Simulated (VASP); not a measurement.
# CdSe (F-43m) in VASP: notebook

The runs below take CdSe through single point, with PBEsol, PBE.

Everything below comes from runs of VASP 6.6.1. Logs are shortened: lines on timing, memory, paths and dates and some standing lists are left out, and cuts for length are marked.

## (1) The cell of the first run

Symmetry: F-43m, No. 216, cubic system. Conventional cell: a = 6.221 Å, b = 6.221 Å, c = 6.221 Å, α = 90.00°, β = 90.00°, γ = 90.00°. Cd (site symmetry -43m) has 4 Se at 2.69 Å within 3.6 Å. Se (site symmetry -43m) has 4 Cd at 2.69 Å within 3.6 Å.

## (2) Single point, PBEsol

INCAR

```
ALGO     = Normal         # electronic algorithm
EDIFF    = 1E-6           # SCF threshold, eV
ENCUT    = 520            # plane-wave cutoff, eV
GGA      = PS             # functional
ISIF     = 2              # what is computed and relaxed
ISMEAR   = -1             # smearing method
LASPH    = T              # aspherical terms in the spheres
LCHARG   = F              # write CHGCAR
LREAL    = F              # projectors in reciprocal space
LWAVE    = F              # write WAVECAR
NBANDS   = 16             # bands
NELM     = 80             # most SCF steps
PREC     = Accurate       # precision mode
SIGMA    = 0.05           # smearing width, eV
```

KPOINTS

```
k-points
0
Gamma
  8 8 8
```

POSCAR

```
CdSe
1.0
    0.0000000000      3.1106741371      3.1106741371
    3.1106741371      0.0000000000      3.1106741371
    3.1106741371      3.1106741371      0.0000000000
Cd Se
1 1
Direct
    0.0000000000      0.0000000000      0.0000000000
    0.2500000000      0.2500000000      0.2500000000
```

Potentials or basis: VASP PAW PBE potentials, release 64 (Cd, Se).

Started as:

```console
> cat potpaw_PBE.64/Cd/POTCAR potpaw_PBE.64/Se/POTCAR > POTCAR
> mpirun -np 1 vasp_std > vasp.out
```

OUTCAR:

```text
EDIFF = 1E-6
   ENCUT = 520
   GGA = PS
   ISIF = 2
   ISMEAR = -1
   LASPH = T
   LREAL = F
   NELM = 80
   PREC = Accurate

 ion  position               nearest neighbor table
   1  0.000  0.000  0.000-   2 2.69   2 2.69   2 2.69   2 2.69
   2  0.250  0.250  0.250-   1 2.69   1 2.69   1 2.69   1 2.69

  LATTYP: Found a face centered cubic cell.
 ALAT       =     6.2213482742

  Lattice vectors:

 A1 = (   0.0000000000,   3.1106741371,   3.1106741371)
 A2 = (   3.1106741371,   0.0000000000,   3.1106741371)
 A3 = (   3.1106741371,   3.1106741371,   0.0000000000)

Analysis of symmetry for initial positions (statically):
=====================================================================
 Subroutine PRICEL returns:
 Original cell was already a primitive cell.

 Routine SETGRP: Setting up the symmetry group for a
 face centered cubic supercell.

 Subroutine GETGRP returns: Found 24 space group operations
 (whereof 24 operations were pure point group operations)
 out of a pool of 48 trial point group operations.

The static configuration has the point symmetry T_d .

Analysis of symmetry for dynamics (positions and initial velocities):
=====================================================================
 Subroutine PRICEL returns:
 Original cell was already a primitive cell.

 Routine SETGRP: Setting up the symmetry group for a
 face centered cubic supercell.

 Subroutine GETGRP returns: Found 24 space group operations
 (whereof 24 operations were pure point group operations)
 out of a pool of 48 trial point group operations.

The dynamic configuration has the point symmetry T_d .

 Subroutine INISYM returns: Found 24 space group operations
 (whereof 24 operations are pure point group operations),
 and found     1 'primitive' translations

----------------------------------------------------------------------------------------

                                     Primitive cell

  volume of cell :      60.1996

  direct lattice vectors                    reciprocal lattice vectors
     0.000000000  3.110674137  3.110674137    -0.160736862  0.160736862  0.160736862
     3.110674137  0.000000000  3.110674137     0.160736862 -0.160736862  0.160736862
     3.110674137  3.110674137  0.000000000     0.160736862  0.160736862 -0.160736862

  length of vectors
     4.399157553  4.399157553  4.399157553     0.278404412  0.278404412  0.278404412

  position of ions in fractional coordinates (direct lattice)
     0.000000000  0.000000000  0.000000000
     0.250000000  0.250000000  0.250000000

  ion indices of the primitive-cell ions
   primitive index   ion index
                 1           1
                 2           2

----------------------------------------------------------------------------------------

 KPOINTS: k-points

Automatic generation of k-mesh.
 Grid dimensions read from file:
 generate k-points for:    8    8    8

 Generating k-lattice:

  Cartesian coordinates                     Fractional coordinates (reciprocal lattice)
    -0.020092108  0.020092108  0.020092108     0.125000000  0.000000000  0.000000000
     0.020092108 -0.020092108  0.020092108     0.000000000  0.125000000  0.000000000
     0.020092108  0.020092108 -0.020092108     0.000000000  0.000000000  0.125000000

  Length of vectors
     0.034800551  0.034800551  0.034800551

  Shift w.r.t. Gamma in fractional coordinates (k-lattice)
     0.000000000  0.000000000  0.000000000

 Subroutine IBZKPT returns following result:
 ===========================================

 Found     29 irreducible k-points:

 Following reciprocal coordinates:
            Coordinates               Weight
  0.000000  0.000000  0.000000      1.000000
  0.125000  0.000000  0.000000      8.000000
  0.250000  0.000000  0.000000      8.000000
  0.375000  0.000000  0.000000      8.000000
  0.500000  0.000000  0.000000      4.000000
  0.125000  0.125000  0.000000      6.000000
[... 16 lines left out ...]
  0.500000  0.250000  0.125000     48.000000
 -0.375000  0.250000  0.125000     24.000000
 [... further k-points ...]
   k-points           NKPTS =     29   k-points in BZ     NKDIM =     29   number of bands    NBANDS=     16
   number of dos      NEDOS =    301   number of ions     NIONS =      2
   total plane-waves  NPLWV =  46656
   dimension x,y,z NGX =    36 NGY =   36 NGZ =   36
   dimension x,y,z NGXF=    72 NGYF=   72 NGZF=   72
   ions per type =               1   1
   NGX,Y,Z   is equivalent  to a cutoff of  13.60, 13.60, 13.60 a.u.
   NGXF,Y,Z  is equivalent  to a cutoff of  27.21, 27.21, 27.21 a.u.
 SYSTEM =  unknown system
   PREC   = accura    normal or accurate (medium, high low for compatibility)
   ISTART =      0    job   : 0-new  1-cont  2-samecut
   ICHARG =      2    charge: 1-file 2-atom 10-const
   ISPIN  =      1    spin polarized calculation?
   LNONCOLLINEAR =      F non collinear calculations
   LSORBIT =      F    spin-orbit coupling
   LASPH  =      T    aspherical Exc in radial PAW
   ENCUT  =  520.0 eV  38.22 Ry    6.18 a.u.   8.18  8.18  8.18*2*pi/ulx,y,z
   NELM   =     80;   NELMIN=  2; NELMDL= -5     # of ELM steps
   EDIFF  = 0.1E-05   stopping-criterion for ELM
   LREAL  =      F    real-space projection
   EDIFFG = 0.1E-04   stopping-criterion for IOM
   NSW    =      0    number of steps for IOM
   IBRION =     -1    ionic relax: 0-MD 1-quasi-New 2-CG
   NFREE  =      0    steps in history (QN), initial steepest desc. (CG)
   ISIF   =      2    stress and relaxation
   ISYM   =      2    0-nonsym 1-usesym 2-fastsym
   POTIM  = 0.5000    time-step for ionic-motion
   TEBEG  =    0.0;   TEEND  =   0.0 temperature during run
   PSTRESS=    0.0 pullay stress
   NELECT =      18.0000    total number of electrons
   NUPDOWN=      -1.0000    fix difference up-down
   EMIN   =  10.00;   EMAX   =-10.00  energy-range for DOS
   EFERMI =   0.00;   METHOD = LEGACY
   ISMEAR =    -1;   SIGMA  =   0.05  broadening in eV -4-tet -1-fermi 0-gaus
   EFERMI_NEDOS =   21; number of points for ismear=-14 and -15
   IALGO  =     38    algorithm
   IMIX   =      4    mixing-type and parameters
     AMIX     =   0.40;   BMIX     =  1.00
     AMIX_MAG =   1.60;   BMIX_MAG =  1.00
  volume/ion in A,a.u.               =      30.10       203.12
  Fermi-wavevector in a.u.,A,eV,Ry     =   1.094715  2.068712 16.305241  1.198401
  Thomas-Fermi vector in A             =   2.231025
   LORBIT       =      0    0 simple, 1 ext, 2 COOP (PROOUT), +10 PAW based schemes
   GGA     = PS    functional components
   LHFCALC =     F    Hartree Fock is set to
   AEXX    =    0.0000 exact exchange contribution
   IVDW    =     0    specifies the selected vdW correction
   LEPSILON=     F    determine dielectric tensor
   LRPA    =     F    only Hartree local field effects (RPA)
 non-spin polarized calculation
  energy-cutoff  :      520.00
  volume of cell :       60.20
 maximum number of plane-waves:      1639
 NGX is ok and might be reduce to    36
   NGX = 17   NGY = 17   NGZ = 17

 number of electron      18.0000001 magnetization

 Free energy of the ion-electron system (eV)
  ---------------------------------------------------
  ext. energy  EPLUGINS =         0.00000000
  ---------------------------------------------------
  free energy    TOTEN  =        -6.14444962 eV

  energy without entropy =       -6.14431687  energy(sigma->0) =       -6.14438324

 E-fermi :   0.5151     XC(G=0):  -8.7932

 val. band max:        0.2973235926   @ k =   0.0000   0.0000   0.0000
 cond. band min:       0.6466949804   @ k =   0.0000   0.0000   0.0000
 fundamental gap:      0.3493713877
 Fermi energy:         0.5151109790

 k-point     1 :       0.0000    0.0000    0.0000
  band No.  band energies     occupation
      1     -11.9671      2.00000
      2      -7.4051      2.00000
      3      -7.4051      2.00000
      4      -7.4051      2.00000
      5      -7.0928      2.00000
      6      -7.0928      2.00000
[... 8 lines left out ...]
     15      11.2030      0.00000
     16      11.2030      0.00000

 k-point     2 :       0.1250    0.0000    0.0000
  band No.  band energies     occupation
      1     -11.9206      2.00000
      2      -7.3907      2.00000
      3      -7.3907      2.00000
      4      -7.3616      2.00000
      5      -7.0935      2.00000
      6      -7.0935      2.00000
[... 8 lines left out ...]
     15      10.4505      0.00000
     16      10.4505      0.00000

 k-point     3 :       0.2500    0.0000    0.0000
  band No.  band energies     occupation
      1     -11.8072      2.00000
      2      -7.3593      2.00000
      3      -7.3593      2.00000
      4      -7.2183      2.00000
      5      -7.0909      2.00000
      6      -7.0909      2.00000
[... 8 lines left out ...]
     15      10.2034      0.00000
     16      10.2034      0.00000

 k-point     4 :       0.3750    0.0000    0.0000
  band No.  band energies     occupation
      1     -11.6925      2.00000
      2      -7.3343      2.00000
      3      -7.3343      2.00000
      4      -7.0805      2.00000
      5      -7.0805      2.00000
      6      -6.9888      2.00000
[... 8 lines left out ...]
     15      11.0209      0.00000
     16      11.0209      0.00000

 k-point     5 :       0.5000    0.0000    0.0000
  band No.  band energies     occupation
      1     -11.6447      2.00000
      2      -7.3262      2.00000
      3      -7.3262      2.00000
      4      -7.0734      2.00000
      5      -7.0734      2.00000
      6      -6.8480      2.00000
[... 8 lines left out ...]
     15      12.1367      0.00000
     16      12.1367      0.00000

 k-point     6 :       0.1250    0.1250    0.0000
  band No.  band energies     occupation
      1     -11.9052      2.00000
      2      -7.3767      2.00000
      3      -7.3767      2.00000
      4      -7.3657      2.00000
      5      -7.1020      2.00000
      6      -7.0857      2.00000
[... 8 lines left out ...]
     15      10.8064      0.00000
     16      11.3399      0.00000
[... 267 lines left out ...]
 k-point    21 :       0.5000    0.5000    0.0000
  band No.  band energies     occupation
      1     -11.5431      2.00000
      2      -7.2363      2.00000
      3      -7.1884      2.00000
      4      -7.1884      2.00000
      5      -7.0440      2.00000
      6      -6.7932      2.00000
[... 8 lines left out ...]
     15      12.5627      0.00000
     16      13.0846      0.00000

 k-point    22 :       0.3750    0.2500    0.1250
  band No.  band energies     occupation
      1     -11.7233      2.00000
      2      -7.3241      2.00000
      3      -7.3081      2.00000
      4      -7.1756      2.00000
      5      -7.0840      2.00000
      6      -7.0519      2.00000
[... 8 lines left out ...]
     15      11.5561      0.00000
     16      12.5519      0.00000

 k-point    23 :       0.5000    0.2500    0.1250
  band No.  band energies     occupation
      1     -11.6322      2.00000
      2      -7.3002      2.00000
      3      -7.2856      2.00000
      4      -7.1283      2.00000
      5      -7.0743      2.00000
      6      -6.8884      2.00000
[... 8 lines left out ...]
     15      11.8016      0.00000
     16      12.5532      0.00000

 k-point    24 :      -0.3750    0.2500    0.1250
  band No.  band energies     occupation
      1     -11.5945      2.00000
      2      -7.2957      2.00000
      3      -7.2755      2.00000
      4      -7.1083      2.00000
      5      -7.0789      2.00000
      6      -6.7756      2.00000
[... 8 lines left out ...]
     15      11.6579      0.00000
     16      12.5757      0.00000

 [... further k-points ...]
[... 5 lines left out ...]
  --------------------------------------------------------------------------------------
  -------------------------------------------------------------------------------------
  Total       -1.0438947     -1.0438947     -1.0438947     -0.0000000     -0.0000000      0.0000000
  in kB      -27.7826534    -27.7826534    -27.7826534     -0.0000000     -0.0000000      0.0000000
  external PRESSURE =     -27.7826534 kB  Pullay stress =       0.0000000 kB

 VOLUME and BASIS-vectors are now :
 -----------------------------------------------------------------------------
  energy-cutoff  :      520.00
  volume of cell :       60.20
      direct lattice vectors                 reciprocal lattice vectors
     0.000000000  3.110674137  3.110674137    -0.160736862  0.160736862  0.160736862
     3.110674137  0.000000000  3.110674137     0.160736862 -0.160736862  0.160736862
     3.110674137  3.110674137  0.000000000     0.160736862  0.160736862 -0.160736862

 POSITION                                       TOTAL-FORCE (eV/Angst)
 -----------------------------------------------------------------------------------
      0.00000      0.00000      0.00000        -0.000000     -0.000000     -0.000000
      1.55534      1.55534      1.55534         0.000000      0.000000      0.000000
 -----------------------------------------------------------------------------------
    total drift:                               -0.000000     -0.000000     -0.000000

  FREE ENERGIE OF THE ION-ELECTRON SYSTEM (eV)
  ---------------------------------------------------
  free  energy   TOTEN  =        -6.1444496166 eV

  energy  without entropy=       -6.1443168688  energy(sigma->0) =       -6.14438324
```

Run time: 14 s. Hardware: 1 thread of Intel Xeon 6975P-C (Granite Rapids), shared host; peak memory 0.21 GiB.

Results:

- Free energy: -6.1444 eV
- Pressure: -2.8 GPa
- Band gap on the k mesh: 0.35 eV, direct

Levels at points of the mesh, in eV from the valence-band top:
```
           k point  band 6  band 7  band 8  band 9  band 10  band 11  band 12  band 13
(0.00, 0.00, 0.00)   -7.39    0.00    0.00    0.00     0.35     5.85     5.85     5.85
(0.50, 0.00, 0.00)   -7.15   -4.07   -0.67   -0.67     2.20     6.34     6.34     7.08
(0.50, 0.50, 0.00)   -7.09   -3.83   -1.66   -1.66     3.12     3.60     8.67     9.73
```

Caveat: the PAW data sets were made with another functional, which shifts forces and pressure a little.

## (3) Single point, PBE

This run uses another cell than the first one, of 28.94 Å³/atom, 0.962 times its volume.

INCAR

```
ALGO = Normal
EDIFF = 1E-6
ENCUT = 520
GGA = PE
ISIF = 2
ISMEAR = 0
LASPH = True
LCHARG = True
LELF = True
LREAL = False
LVHAR = True
LWAVE = False
NBANDS = 16
NELM = 100
PREC = Accurate
SIGMA = 0.014
```

KPOINTS is that of step 2.

POSCAR

```
CdSe
1.0
    0.0000000000      3.0702711986      3.0702711986
    3.0702711986      0.0000000000      3.0702711986
    3.0702711986      3.0702711986      0.0000000000
Cd Se
1 1
Direct
    0.0000000000      0.0000000000      0.0000000000
    0.2500000000      0.2500000000      0.2500000000
```

Potentials or basis: VASP PAW PBE potentials, release 64 (Cd, Se).

Started as:

```console
> cat potpaw_PBE.64/Cd/POTCAR potpaw_PBE.64/Se/POTCAR > POTCAR
> mpirun -np 1 vasp_std > vasp.out
```

Run time: 12 s. Hardware: 1 thread of Intel Xeon Platinum 8488C (Sapphire Rapids), shared host; peak memory 0.18 GiB.

It converged, with:

```yaml
Free_energy: -5.4905 eV
Pressure: 1.6 GPa
Band_gap_on_the_k_mesh: 0.55 eV, direct
```

Levels at points of the mesh, in eV from the valence-band top:
```
           k point  band 6  band 7  band 8  band 9  band 10  band 11  band 12  band 13
(0.00, 0.00, 0.00)   -7.50    0.00    0.00    0.00     0.55     5.93     5.93     5.93
(0.50, 0.00, 0.00)   -7.22   -4.22   -0.71   -0.71     2.36     6.44     6.44     7.34
(0.50, 0.50, 0.00)   -7.16   -3.95   -1.76   -1.76     3.19     3.73     8.98    10.05
```
